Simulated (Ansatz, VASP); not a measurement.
MgSe in VASP and in Ansatz

```xyz
2
Lattice="0.0000 2.7363 2.7363 2.7363 0.0000 2.7363 2.7363 2.7363 0.0000" Properties=species:S:1:pos:R:3 pbc="T T T"
Mg    0.0000    0.0000    0.0000
Se    2.7363    2.7363    2.7363
```

Alike in both runs: task single point; functional PBE; k mesh 8 × 8 × 8; no spin polarisation.

|  | VASP | Ansatz |
| --- | --- | --- |
| version | VASP 6.6.1 | Ansatz 0.2.0 |
| potentials or method | VASP PAW PBE potentials, release 64 (Mg, Se) | plane waves, PAW |
| plane-wave cutoff (eV) | 600 | 420 |
| occupations | gaussian, width 0.01 eV | fixed |
| valence electrons in the cell | 8 | 26 |

|  | VASP | Ansatz | Ansatz less VASP |
| --- | --- | --- | --- |
| gap on the k mesh at the Fermi level (eV) | 1.78 | 1.80 | +0.023 |
| pressure (GPa) | 1.1 | 1.2 | +0.12 |

VASP's potentials hold 8 valence electrons a cell and Ansatz's 26, so a difference there can come from the potentials and not from the codes.
